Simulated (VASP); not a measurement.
# Ta2Si (I4cm) in VASP: single point with r2SCAN

Aim: the single point of Ta2Si with r2SCAN.

Everything below comes from runs of VASP 6.6.1. Logs are shortened: lines on timing, memory, paths and dates and some standing lists are left out, and cuts for length are marked.

### 1 The cell of the first run

It takes space group I4cm (No. 108, tetragonal). Conventional cell: a = 6.168 Å, b = 6.168 Å, c = 5.049 Å, α = 90.00°, β = 90.00°, γ = 90.00°. Ta (site symmetry m) has 4 Si at 2.52 to 2.76 Å and 11 Ta at 2.85 to 3.26 Å within 3.3 Å. Si (site symmetry 4) has 8 Ta at 2.52 to 2.76 Å and 2 Si at 2.52 Å within 3.3 Å.

### 2 Single point, r2SCAN (all Ta atoms moved -0.250 Å, as atom 1 along Cartesian [0 0 1])

Contents of POSCAR:

```
Ta2Si
1.0
   -3.0841136450      3.0841136450      2.5247022099
    3.0841136450     -3.0841136450      2.5247022099
    3.0841136450      3.0841136450     -2.5247022099
Ta Si
4 2
Direct
    0.6140737319      0.7869046888      0.5000000000
    0.7869046888      0.2869046888      0.1728309569
    0.2869046888      0.1140737319      0.5000000000
    0.1140737319      0.6140737319      0.8271690431
    0.2500000000      0.2500000000      0.0000000000
    0.7500000000      0.7500000000      0.0000000000
```

Contents of INCAR.step1:

```
PREC = Accurate
ENCUT = 520
ISMEAR = 0
SIGMA = 0.15
LREAL = F
LASPH = T
NELM = 100
NBANDS = 35
GGA = PE
ALGO = Normal
EDIFF = 1E-4
LWAVE = T
LCHARG = F
```

Contents of INCAR.step2:

```
PREC = Accurate
ENCUT = 520
EDIFF = 1E-6
ISMEAR = 0
SIGMA = 0.15
LREAL = F
LASPH = T
NELM = 100
ALGO = Normal
ISIF = 2
LWAVE = F
LCHARG = T
METAGGA = R2SCAN
LMIXTAU = T
LELF = T
LVHAR = T
NBANDS = 35
ISTART = 1
```

Contents of KPOINTS:

```
Automatic mesh
0
Gamma
  12 12 12
```

Potentials or basis: VASP PAW PBE potentials, release 64 (Ta_pv, Si).

Launch:

```sh
cat potpaw_PBE.64/Ta_pv/POTCAR potpaw_PBE.64/Si/POTCAR > POTCAR
cp INCAR.step1 INCAR
mpirun -np 1 vasp_std > vasp.out
cp INCAR.step2 INCAR
mpirun -np 1 vasp_std > vasp.out
```

OUTCAR:

```text
PREC = Accurate
   ENCUT = 520
   EDIFF = 1E-6
   ISMEAR = 0
   LREAL = F
   LASPH = T
   NELM = 100
   ISIF = 2
   METAGGA = R2SCAN
   ISTART = 1

 ion  position               nearest neighbor table
   1  0.614  0.787  0.500-   6 2.52   5 2.52   6 2.76   5 2.76   3 2.85   3 2.94   3 2.94   2 3.23
                             4 3.23   4 3.23   2 3.23   4 3.26   2 3.26   4 3.26   2 3.26
   2  0.787  0.287  0.173-   6 2.52   5 2.52   5 2.76   6 2.76   4 2.85   4 2.94   4 2.94   1 3.23
                             3 3.23   3 3.23   1 3.23   3 3.26   1 3.26   3 3.26   1 3.26
   3  0.287  0.114  0.500-   5 2.52   6 2.52   5 2.76   6 2.76   1 2.85   1 2.94   1 2.94   4 3.23
                             4 3.23   2 3.23   2 3.23   4 3.26   2 3.26   2 3.26   4 3.26
   4  0.114  0.614  0.827-   5 2.52   6 2.52   6 2.76   5 2.76   2 2.85   2 2.94   2 2.94   3 3.23
                             1 3.23   1 3.23   3 3.23   3 3.26   1 3.26   1 3.26   3 3.26
   5  0.250  0.250  0.000-   2 2.52   1 2.52   4 2.52   3 2.52   6 2.52   6 2.52   2 2.76   1 2.76
                             3 2.76   4 2.76
   6  0.750  0.750  0.000-   3 2.52   2 2.52   4 2.52   1 2.52   5 2.52   5 2.52   1 2.76   3 2.76
                             2 2.76   4 2.76

  LATTYP: Found a body centered tetragonal cell.
 ALAT       =     6.1682272900
 C/A-ratio  =     0.8186151681

  Lattice vectors:

 A1 = (  -3.0841136450,   3.0841136450,   2.5247022099)
 A2 = (   3.0841136450,  -3.0841136450,   2.5247022099)
 A3 = (   3.0841136450,   3.0841136450,  -2.5247022099)

Analysis of symmetry for initial positions (statically):
=====================================================================
 Subroutine PRICEL returns:
 Original cell was already a primitive cell.

 Routine SETGRP: Setting up the symmetry group for a
 body centered tetragonal supercell.

 Subroutine GETGRP returns: Found  8 space group operations
 (whereof  4 operations were pure point group operations)
 out of a pool of 16 trial point group operations.

The static configuration has the point symmetry     .
 The point group associated with its full space group is C_4v.

Analysis of symmetry for dynamics (positions and initial velocities):
=====================================================================
 Subroutine PRICEL returns:
 Original cell was already a primitive cell.

 Routine SETGRP: Setting up the symmetry group for a
 body centered tetragonal supercell.

 Subroutine GETGRP returns: Found  8 space group operations
 (whereof  4 operations were pure point group operations)
 out of a pool of 16 trial point group operations.

The dynamic configuration has the point symmetry C_4v.
 The point group associated with its full space group is C_4v.

 Subroutine INISYM returns: Found  8 space group operations
 (whereof  4 operations are pure point group operations),
 and found     1 'primitive' translations

----------------------------------------------------------------------------------------

                                     Primitive cell

  volume of cell :      96.0574

  direct lattice vectors                    reciprocal lattice vectors
    -3.084113645  3.084113645  2.524702210     0.000000000  0.162121134  0.198043159
     3.084113645 -3.084113645  2.524702210     0.162121134  0.000000000  0.198043159
     3.084113645  3.084113645 -2.524702210     0.162121134  0.162121134  0.000000000

  length of vectors
     5.039606651  5.039606651  5.039606651     0.255938185  0.255938185  0.229273906

  position of ions in fractional coordinates (direct lattice)
     0.614073732  0.786904689  0.500000000
     0.786904689  0.286904689  0.172830957
     0.286904689  0.114073732  0.500000000
     0.114073732  0.614073732  0.827169043
     0.250000000  0.250000000  0.000000000
     0.750000000  0.750000000  0.000000000

  ion indices of the primitive-cell ions
   primitive index   ion index
                 1           1
                 2           2
                 3           3
                 4           4
                 5           5
                 6           6

----------------------------------------------------------------------------------------

 KPOINTS: Automatic mesh

Automatic generation of k-mesh.
 Grid dimensions read from file:
 generate k-points for:   12   12   12

 Generating k-lattice:

  Cartesian coordinates                     Fractional coordinates (reciprocal lattice)
     0.000000000  0.013510094  0.016503597     0.083333333  0.000000000  0.000000000
     0.013510094  0.000000000  0.016503597     0.000000000  0.083333333  0.000000000
     0.013510094  0.013510094  0.000000000     0.000000000  0.000000000  0.083333333

  Length of vectors
     0.021328182  0.021328182  0.019106159

  Shift w.r.t. Gamma in fractional coordinates (k-lattice)
     0.000000000  0.000000000  0.000000000

 Subroutine IBZKPT returns following result:
 ===========================================

 Found    163 irreducible k-points:

 Following reciprocal coordinates:
            Coordinates               Weight
  0.000000  0.000000  0.000000      1.000000
  0.083333  0.000000 -0.000000      8.000000
  0.166667  0.000000  0.000000      8.000000
  0.250000  0.000000 -0.000000      8.000000
  0.333333  0.000000 -0.000000      8.000000
  0.416667  0.000000 -0.000000      8.000000
[... 16 lines left out ...]
  0.500000  0.166667 -0.000000     16.000000
 -0.416667  0.166667  0.000000     16.000000
 [... further k-points ...]
   k-points           NKPTS =    163   k-points in BZ     NKDIM =    163   number of bands    NBANDS=     35
   number of dos      NEDOS =    301   number of ions     NIONS =      6
   total plane-waves  NPLWV =  64000
   dimension x,y,z NGX =    40 NGY =   40 NGZ =   40
   dimension x,y,z NGXF=    80 NGYF=   80 NGZF=   80
   ions per type =               4   2
   NGX,Y,Z   is equivalent  to a cutoff of  13.20, 13.20, 13.20 a.u.
   NGXF,Y,Z  is equivalent  to a cutoff of  26.39, 26.39, 26.39 a.u.
 SYSTEM =  unknown system
   PREC   = accura    normal or accurate (medium, high low for compatibility)
   ISTART =      1    job   : 0-new  1-cont  2-samecut
   ICHARG =      0    charge: 1-file 2-atom 10-const
   ISPIN  =      1    spin polarized calculation?
   LNONCOLLINEAR =      F non collinear calculations
   LSORBIT =      F    spin-orbit coupling
   LASPH  =      T    aspherical Exc in radial PAW
   ENCUT  =  520.0 eV  38.22 Ry    6.18 a.u.   9.37  9.37  9.37*2*pi/ulx,y,z
   NELM   =    100;   NELMIN=  2; NELMDL=  0     # of ELM steps
   EDIFF  = 0.1E-05   stopping-criterion for ELM
   LREAL  =      F    real-space projection
   EDIFFG = 0.1E-04   stopping-criterion for IOM
   NSW    =      0    number of steps for IOM
   IBRION =     -1    ionic relax: 0-MD 1-quasi-New 2-CG
   NFREE  =      0    steps in history (QN), initial steepest desc. (CG)
   ISIF   =      2    stress and relaxation
   ISYM   =      2    0-nonsym 1-usesym 2-fastsym
   POTIM  = 0.5000    time-step for ionic-motion
   TEBEG  =    0.0;   TEEND  =   0.0 temperature during run
   PSTRESS=    0.0 pullay stress
   NELECT =      52.0000    total number of electrons
   NUPDOWN=      -1.0000    fix difference up-down
   EMIN   =  10.00;   EMAX   =-10.00  energy-range for DOS
   EFERMI =   0.00;   METHOD = LEGACY
   ISMEAR =     0;   SIGMA  =   0.15  broadening in eV -4-tet -1-fermi 0-gaus
   EFERMI_NEDOS =   21; number of points for ismear=-14 and -15
   IALGO  =     38    algorithm
   IMIX   =      4    mixing-type and parameters
     AMIX     =   0.40;   BMIX     =  1.00
     AMIX_MAG =   1.60;   BMIX_MAG =  1.00
  volume/ion in A,a.u.               =      16.01       108.04
  Fermi-wavevector in a.u.,A,eV,Ry     =   1.334235  2.521338 24.220859  1.780183
  Thomas-Fermi vector in A             =   2.463032
   LORBIT       =      0    0 simple, 1 ext, 2 COOP (PROOUT), +10 PAW based schemes
   METAGGA = R2SCAN    functional components
   LHFCALC =     F    Hartree Fock is set to
   AEXX    =    0.0000 exact exchange contribution
   IVDW    =     0    specifies the selected vdW correction
   LEPSILON=     F    determine dielectric tensor
   LRPA    =     F    only Hartree local field effects (RPA)
 non-spin polarized calculation
 Gauss-broadening in eV      SIGMA  =   0.15
  energy-cutoff  :      520.00
  volume of cell :       96.06
 maximum number of plane-waves:      2618
 NGX is ok and might be reduce to    40
   NGX = 19   NGY = 19   NGZ = 19

 number of electron      52.0000000 magnetization

 Free energy of the ion-electron system (eV)
  ---------------------------------------------------
  ext. energy  EPLUGINS =         0.00000000
  ---------------------------------------------------
  free energy    TOTEN  =      -214.92506233 eV

  energy without entropy =     -214.89140478  energy(sigma->0) =     -214.90823356

 E-fermi :   7.4856     XC(G=0): -13.4898

 val. band max:        7.4798839828   @ k =  -0.1667  -0.3333   0.0833
 cond. band min:       7.4965244229   @ k =  -0.4167   0.4167   0.0833
 fundamental gap:      0.0166404401
 Fermi energy:         7.4856384106

 k-point     1 :       0.0000    0.0000    0.0000
  band No.  band energies     occupation
      1     -28.2942      2.00000
      2     -28.2942      2.00000
      3     -28.2861      2.00000
      4     -28.2416      2.00000
      5     -28.2416      2.00000
      6     -28.1956      2.00000
[... 27 lines left out ...]
     34      12.0540      0.00000
     35      13.0810      0.00000

 k-point     2 :       0.0833    0.0000   -0.0000
  band No.  band energies     occupation
      1     -28.3177      2.00000
      2     -28.3146      2.00000
      3     -28.2872      2.00000
      4     -28.2214      2.00000
      5     -28.2185      2.00000
      6     -28.1961      2.00000
[... 27 lines left out ...]
     34      11.8847      0.00000
     35      13.0115      0.00000
[... 796 lines left out ...]
     34      11.3597      0.00000
     35      11.6148      0.00000

 k-point    24 :      -0.4167    0.1667    0.0000
  band No.  band energies     occupation
      1     -28.3948      2.00000
      2     -28.3467      2.00000
      3     -28.3027      2.00000
      4     -28.2115      2.00000
      5     -28.1608      2.00000
      6     -28.1357      2.00000
[... 27 lines left out ...]
     34      11.5089      0.00000
     35      11.7697      0.00000

 [... further k-points ...]

------------------------ aborting loop because EDIFF is reached ----------------------------------------

  FORCE on cell =-STRESS in cart. coord.  units (eV):
  Direction    XX          YY          ZZ          XY          YZ          ZX
  --------------------------------------------------------------------------------------
  -------------------------------------------------------------------------------------
  Total        2.1041819      2.1041819      0.7004657      0.0000000      0.0000000      0.0000000
  in kB       35.0964323     35.0964323     11.6833280      0.0000000      0.0000000      0.0000000
  external PRESSURE =      27.2920642 kB  Pullay stress =       0.0000000 kB

 VOLUME and BASIS-vectors are now :
 -----------------------------------------------------------------------------
  energy-cutoff  :      520.00
  volume of cell :       96.06
      direct lattice vectors                 reciprocal lattice vectors
    -3.084113645  3.084113645  2.524702210     0.000000000  0.162121134  0.198043159
     3.084113645 -3.084113645  2.524702210     0.162121134  0.000000000  0.198043159
     3.084113645  3.084113645 -2.524702210     0.162121134  0.162121134  0.000000000

 POSITION                                       TOTAL-FORCE (eV/Angst)
 -----------------------------------------------------------------------------------
      2.07509      1.00903      2.27470         0.100646     -0.100646      1.115080
     -1.00903      2.07509      2.27470         0.100646      0.100646      1.115080
      1.00903      2.07509     -0.25000        -0.100646      0.100646      1.115080
      4.09314      1.00903     -0.25000        -0.100646     -0.100646      1.115080
      0.00000      0.00000      1.26235        -0.000000      0.000000     -2.230159
      0.00000      0.00000      3.78705        -0.000000      0.000000     -2.230159
 -----------------------------------------------------------------------------------
    total drift:                                0.000012      0.000012     -0.000452

  FREE ENERGIE OF THE ION-ELECTRON SYSTEM (eV)
  ---------------------------------------------------
  free  energy   TOTEN  =      -214.9250623276 eV

  energy  without entropy=     -214.8914047839  energy(sigma->0) =     -214.90823356
```

Run time: 19 min. Hardware: 1 thread of Intel Xeon 6975P-C (Granite Rapids), shared host; peak memory 0.56 GiB.

What came out:

- Free energy: -214.9251 eV
- Pressure: 2.7 GPa
- Largest force: 2.230 eV/Å
- Band gap on the k mesh: zero (bands 26 and 27 overlap by 0.79 eV)

Forces in eV/Å, atoms in the order of the input:
```
Ta   0.101 -0.101  1.115
Ta   0.101  0.101  1.115
Ta  -0.101  0.101  1.115
Ta  -0.101 -0.101  1.115
Si   0.000  0.000 -2.230
Si   0.000  0.000 -2.230
```

Stress tensor (GPa, compression positive):
```
3.51 0.00 0.00
0.00 3.51 0.00
0.00 0.00 1.17
```

Levels at points of the mesh, in eV from the Fermi level:
```
           k point  band 23  band 24  band 25  band 26  band 27  band 28  band 29  band 30
(0.00, 0.00, 0.00)    -2.46    -2.18     0.16     0.28     1.00     1.43     1.43     1.67
(0.50, 0.00, 0.00)    -2.04    -2.04    -1.17    -1.17     0.75     0.75     2.02     2.02
(0.50, 0.50, 0.00)    -2.11    -1.60    -0.08     0.07     0.08     0.61     1.38     1.91
(0.50, 0.50, 0.50)    -1.19    -1.19    -1.12    -1.06    -0.25     0.43     0.78     0.78
```

Caveat: the cell differs from its parent crystal (all Ta atoms moved -0.250 Å, as atom 1 along Cartesian [0 0 1]); the PAW data sets were made with another functional, which shifts forces and pressure a little; spin-orbit coupling is left out, which moves the levels of the heavy elements.
